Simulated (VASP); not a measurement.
# Pd (Fm-3m) in VASP: settings compared, part 2 of 2

VASP 6.6.1. The steps go on from the part before.

## 5. Single point, r2SCAN+rVV10

This run uses another cell than the first one, of 13.87 Å³/atom, 0.887 times its volume.

Input file POSCAR:

```
Pd
1.0
    0.0000000000      1.9067643606      1.9067643606
    1.9067643606      0.0000000000      1.9067643606
    1.9067643606      1.9067643606      0.0000000000
Pd
1
Direct
    0.0000000000      0.0000000000      0.0000000000
```

Input file INCAR.step1:

```
ALGO = Normal ; EDIFF = 1E-4
ENCUT = 520 ; GGA = PE
ISMEAR = -1 ; LASPH = T
LCHARG = F ; LREAL = F
LWAVE = T ; NBANDS = 11
NELM = 100 ; PREC = Accurate
SIGMA = 0.05
```

Input file INCAR.step2:

```
ALGO = Normal ; BPARAM = 11.95
CPARAM = 0.0093 ; EDIFF = 1E-6
ENCUT = 520 ; ISIF = 2
ISMEAR = -1 ; ISTART = 1
IVDW_NL = 2 ; LASPH = T
LCHARG = F ; LMIXTAU = T
LREAL = F ; LUSE_VDW = T
LWAVE = F ; METAGGA = R2SCAN
NBANDS = 11 ; NELM = 100
PREC = Accurate ; SIGMA = 0.05
```

Input file KPOINTS:

```
k-points
0
Gamma
  12 12 12
```

Potentials or basis: VASP PAW PBE potentials, release 64 (Pd).

Started as:

```bash
> cat potpaw_PBE.64/Pd/POTCAR > POTCAR
> cp INCAR.step1 INCAR
> mpirun -np 1 vasp_std > vasp.out
> cp INCAR.step2 INCAR
> mpirun -np 1 vasp_std > vasp.out
```

OUTCAR:

```text
BPARAM = 11.95
   EDIFF = 1E-6
   ENCUT = 520
   ISIF = 2
   ISMEAR = -1
   ISTART = 1
   IVDW_NL = 2
   LASPH = T
   LREAL = F
   METAGGA = R2SCAN
   NELM = 100
   PREC = Accurate

 ion  position               nearest neighbor table
   1  0.000  0.000  0.000-

  LATTYP: Found a face centered cubic cell.
 ALAT       =     3.8135287212

  Lattice vectors:

 A1 = (   0.0000000000,   1.9067643606,   1.9067643606)
 A2 = (   1.9067643606,   0.0000000000,   1.9067643606)
 A3 = (   1.9067643606,   1.9067643606,   0.0000000000)

Analysis of symmetry for initial positions (statically):
[... 33 lines left out ...]
                                     Primitive cell

  volume of cell :      13.8650

  direct lattice vectors                    reciprocal lattice vectors
     0.000000000  1.906764361  1.906764361    -0.262224326  0.262224326  0.262224326
     1.906764361  0.000000000  1.906764361     0.262224326 -0.262224326  0.262224326
     1.906764361  1.906764361  0.000000000     0.262224326  0.262224326 -0.262224326

  length of vectors
     2.696572019  2.696572019  2.696572019     0.454185856  0.454185856  0.454185856

  position of ions in fractional coordinates (direct lattice)
     0.000000000  0.000000000  0.000000000

  ion indices of the primitive-cell ions
   primitive index   ion index
                 1           1

----------------------------------------------------------------------------------------

 KPOINTS: k-points

Automatic generation of k-mesh.
 Grid dimensions read from file:
 generate k-points for:   12   12   12

 Generating k-lattice:

  Cartesian coordinates                     Fractional coordinates (reciprocal lattice)
    -0.021852027  0.021852027  0.021852027     0.083333333  0.000000000  0.000000000
     0.021852027 -0.021852027  0.021852027     0.000000000  0.083333333  0.000000000
     0.021852027  0.021852027 -0.021852027     0.000000000  0.000000000  0.083333333

  Length of vectors
     0.037848821  0.037848821  0.037848821

  Shift w.r.t. Gamma in fractional coordinates (k-lattice)
     0.000000000  0.000000000  0.000000000

 Subroutine IBZKPT returns following result:
 ===========================================

 Found     72 irreducible k-points:

 Following reciprocal coordinates:
            Coordinates               Weight
  0.000000  0.000000  0.000000      1.000000
  0.083333  0.000000  0.000000      8.000000
  0.166667  0.000000  0.000000      8.000000
  0.250000  0.000000  0.000000      8.000000
  0.333333  0.000000  0.000000      8.000000
  0.416667  0.000000  0.000000      8.000000
[... 16 lines left out ...]
  0.500000  0.166667  0.000000     24.000000
 -0.416667  0.166667  0.000000     24.000000
 [... further k-points ...]
   k-points           NKPTS =     72   k-points in BZ     NKDIM =     72   number of bands    NBANDS=     11
   number of dos      NEDOS =    301   number of ions     NIONS =      1
   total plane-waves  NPLWV =   8000
   dimension x,y,z NGX =    20 NGY =   20 NGZ =   20
   dimension x,y,z NGXF=    40 NGYF=   40 NGZF=   40
   ions per type =               1
   NGX,Y,Z   is equivalent  to a cutoff of  12.33, 12.33, 12.33 a.u.
   NGXF,Y,Z  is equivalent  to a cutoff of  24.66, 24.66, 24.66 a.u.
 SYSTEM =  unknown system
   PREC   = accura    normal or accurate (medium, high low for compatibility)
   ISTART =      1    job   : 0-new  1-cont  2-samecut
   ICHARG =      0    charge: 1-file 2-atom 10-const
   ISPIN  =      1    spin polarized calculation?
   LNONCOLLINEAR =      F non collinear calculations
   LSORBIT =      F    spin-orbit coupling
   LASPH  =      T    aspherical Exc in radial PAW
   ENCUT  =  520.0 eV  38.22 Ry    6.18 a.u.   5.01  5.01  5.01*2*pi/ulx,y,z
   NELM   =    100;   NELMIN=  2; NELMDL=  0     # of ELM steps
   EDIFF  = 0.1E-05   stopping-criterion for ELM
   LREAL  =      F    real-space projection
   EDIFFG = 0.1E-04   stopping-criterion for IOM
   NSW    =      0    number of steps for IOM
   IBRION =     -1    ionic relax: 0-MD 1-quasi-New 2-CG
   NFREE  =      0    steps in history (QN), initial steepest desc. (CG)
   ISIF   =      2    stress and relaxation
   ISYM   =      2    0-nonsym 1-usesym 2-fastsym
   POTIM  = 0.5000    time-step for ionic-motion
   TEBEG  =    0.0;   TEEND  =   0.0 temperature during run
   PSTRESS=    0.0 pullay stress
   NELECT =      10.0000    total number of electrons
   NUPDOWN=      -1.0000    fix difference up-down
   EMIN   =  10.00;   EMAX   =-10.00  energy-range for DOS
   EFERMI =   0.00;   METHOD = LEGACY
   ISMEAR =    -1;   SIGMA  =   0.05  broadening in eV -4-tet -1-fermi 0-gaus
   EFERMI_NEDOS =   21; number of points for ismear=-14 and -15
   IALGO  =     38    algorithm
   IMIX   =      4    mixing-type and parameters
     AMIX     =   0.40;   BMIX     =  1.00
     AMIX_MAG =   1.60;   BMIX_MAG =  1.00
  volume/ion in A,a.u.               =      13.87        93.57
  Fermi-wavevector in a.u.,A,eV,Ry     =   1.468141  2.774384 29.326520  2.155438
  Thomas-Fermi vector in A             =   2.583674
   LORBIT       =      0    0 simple, 1 ext, 2 COOP (PROOUT), +10 PAW based schemes
   METAGGA = R2SCAN    functional components
   LHFCALC =     F    Hartree Fock is set to
   AEXX    =    0.0000 exact exchange contribution
   IVDW_NL    =     2    kernel type
   BPARAM     =11.9500
   IVDW    =     0    specifies the selected vdW correction
   LEPSILON=     F    determine dielectric tensor
   LRPA    =     F    only Hartree local field effects (RPA)
 non-spin polarized calculation
  energy-cutoff  :      520.00
  volume of cell :       13.87
 maximum number of plane-waves:       388
   NGX =  9   NGY =  9   NGZ =  9

 number of electron      10.0000004 magnetization

 Free energy of the ion-electron system (eV)
  ---------------------------------------------------
  ext. energy  EPLUGINS =         0.00000000
  ---------------------------------------------------
  free energy    TOTEN  =       -22.64713317 eV

  energy without entropy =      -22.62987956  energy(sigma->0) =      -22.63850637

 E-fermi :  10.6506     XC(G=0): -14.6380

 val. band max:       10.6485716201   @ k =  -0.4167   0.3333   0.0833
 cond. band min:      10.6510938532   @ k =   0.5000   0.0833   0.0000
 fundamental gap:      0.0025222331
 Fermi energy:        10.6506379880

 k-point     1 :       0.0000    0.0000    0.0000
  band No.  band energies     occupation
      1       2.9394      2.00000
      2       7.4407      2.00000
      3       7.4407      2.00000
      4       7.4407      2.00000
      5       9.2309      2.00000
      6       9.2309      2.00000
      7      28.6991      0.00000
      8      32.8588      0.00000
      9      34.0695      0.00000
     10      34.0695      0.00000
     11      34.0695      0.00000

 k-point     2 :       0.0833    0.0000    0.0000
  band No.  band energies     occupation
      1       3.2133      2.00000
      2       7.3416      2.00000
      3       7.5371      2.00000
      4       7.5371      2.00000
      5       9.1857      2.00000
      6       9.1857      2.00000
      7      29.0056      0.00000
      8      32.4600      0.00000
      9      32.9225      0.00000
     10      34.4062      0.00000
     11      34.4062      0.00000

 k-point     3 :       0.1667    0.0000    0.0000
  band No.  band energies     occupation
      1       3.9436      2.00000
      2       7.1784      2.00000
      3       7.7289      2.00000
      4       7.7289      2.00000
      5       9.1579      2.00000
      6       9.1579      2.00000
      7      29.1448      0.00000
      8      30.2407      0.00000
      9      32.8790      0.00000
     10      35.3026      0.00000
     11      35.3026      0.00000
[... 267 lines left out ...]
 k-point    23 :       0.5000    0.1667    0.0000
  band No.  band energies     occupation
      1       5.3227      2.00000
      2       6.8610      2.00000
      3       8.0452      2.00000
      4       8.2695      2.00000
      5      10.6882      0.64092
      6      14.0906      0.00000
      7      19.6868      0.00000
      8      28.2544      0.00000
      9      31.0882      0.00000
     10      31.5065      0.00000
     11      32.9374      0.00000

 k-point    24 :      -0.4167    0.1667    0.0000
  band No.  band energies     occupation
      1       5.3835      2.00000
      2       6.8697      2.00000
      3       7.9628      2.00000
      4       8.4958      2.00000
      5      10.3809      1.99097
      6      14.6874      0.00000
      7      19.1631      0.00000
      8      27.7191      0.00000
      9      30.8986      0.00000
     10      32.2305      0.00000
     11      32.9124      0.00000

 [... further k-points ...]
[... 5 lines left out ...]
  --------------------------------------------------------------------------------------
  -------------------------------------------------------------------------------------
  Total        1.3145624      1.3145624      1.3145624      0.0000000      0.0000000     -0.0000000
  in kB      151.9045222    151.9045222    151.9045222      0.0000000      0.0000000     -0.0000000
  external PRESSURE =     151.9045222 kB  Pullay stress =       0.0000000 kB

 VOLUME and BASIS-vectors are now :
 -----------------------------------------------------------------------------
  energy-cutoff  :      520.00
  volume of cell :       13.87
      direct lattice vectors                 reciprocal lattice vectors
     0.000000000  1.906764361  1.906764361    -0.262224326  0.262224326  0.262224326
     1.906764361  0.000000000  1.906764361     0.262224326 -0.262224326  0.262224326
     1.906764361  1.906764361  0.000000000     0.262224326  0.262224326 -0.262224326

 POSITION                                       TOTAL-FORCE (eV/Angst)
 -----------------------------------------------------------------------------------
      0.00000      0.00000      0.00000        -0.000000     -0.000000     -0.000000
 -----------------------------------------------------------------------------------
    total drift:                                0.000000      0.000000      0.000000

  FREE ENERGIE OF THE ION-ELECTRON SYSTEM (eV)
  ---------------------------------------------------
  free  energy   TOTEN  =       -22.6471331736 eV

  energy  without entropy=      -22.6298795592  energy(sigma->0) =      -22.63850637
```

OSZICAR.step1:

```text
N       E                     dE             d eps       ncg     rms          rms(c)
DAV:   1     0.435577014958E+02    0.43558E+02   -0.51690E+03  1616   0.857E+02
DAV:   2    -0.490031173940E+01   -0.48458E+02   -0.46603E+02  1763   0.187E+02
DAV:   3    -0.543864041172E+01   -0.53833E+00   -0.53739E+00  1910   0.211E+01
DAV:   4    -0.544077245807E+01   -0.21320E-02   -0.21317E-02  1941   0.139E+00
DAV:   5    -0.544079012936E+01   -0.17671E-04   -0.17671E-04  2068   0.117E-01    0.929E+00
DAV:   6    -0.516523845621E+01    0.27555E+00   -0.97632E-01  1965   0.826E+00    0.460E+00
DAV:   7    -0.514884601008E+01    0.16392E-01   -0.47938E-02  2137   0.154E+00    0.216E+00
DAV:   8    -0.514437425645E+01    0.44718E-02   -0.26407E-03  1968   0.489E-01    0.146E-01
DAV:   9    -0.514431233800E+01    0.61918E-04   -0.27916E-04  1579   0.146E-01
   1 F= -.51443123E+01 E0= -.51352979E+01  d E =-.180289E-01
```

Run time: 33 s. Hardware: 1 thread of Intel Xeon Platinum 8488C (Sapphire Rapids), shared host; peak memory 0.18 GiB.

Results:

| Property | Result |
| --- | --- |
| Free energy | -22.6471 eV |
| Pressure | 15.2 GPa |
| Band gap on the k mesh | zero (band 5 reaches 11.02 eV, above the bottom of band 6 at 9.16 eV) |

Levels at points of the mesh, in eV from the Fermi level:
```
           k point  band 1  band 2  band 3  band 4  band 5  band 6  band 7  band 8  band 9  band 10
(0.00, 0.00, 0.00)   -7.71   -3.21   -3.21   -3.21   -1.42   -1.42   18.05   22.21   23.42    23.42
(0.50, 0.00, 0.00)   -5.95   -3.30   -3.30   -0.01   -0.01    1.14    8.26   17.46   22.22    22.78
(0.50, 0.50, 0.00)   -6.11   -5.80   -0.08    0.37    0.37    3.65   12.01   14.30   14.30    21.99
```

Caveat: the PAW data sets were made with another functional, which shifts forces and pressure a little.

## 6. Overview

```csv
level,potentials or basis,cell,gap on the mesh (eV),pressure (GPa)
SVWN5,"VASP PAW PBE potentials, release 64 (Pd)","a = 2.807 Å, angles 60.0°, 1 atom",none,-17.8
LDA,"VASP PAW LDA potentials, release 64 (Pd)","a = 2.771 Å, angles 60.0°, 1 atom",none,-11.8
LDA,"VASP PAW LDA potentials, release 64 (Pd)","a = 2.807 Å, angles 60.0°, 1 atom",none,-17.2
r2SCAN+rVV10,"VASP PAW PBE potentials, release 64 (Pd)","a = 2.697 Å, angles 60.0°, 1 atom",none,15.2
```

Alike in all rows: task single point; no spin polarisation; k mesh 12 × 12 × 12; cutoff (eV) 520; smearing fermi-dirac 0.05 eV.

Caveats: the PAW data sets were made with another functional, which shifts forces and pressure a little (some runs).

Total energies depend on the potentials used, so only differences within one code and one set of settings carry meaning.
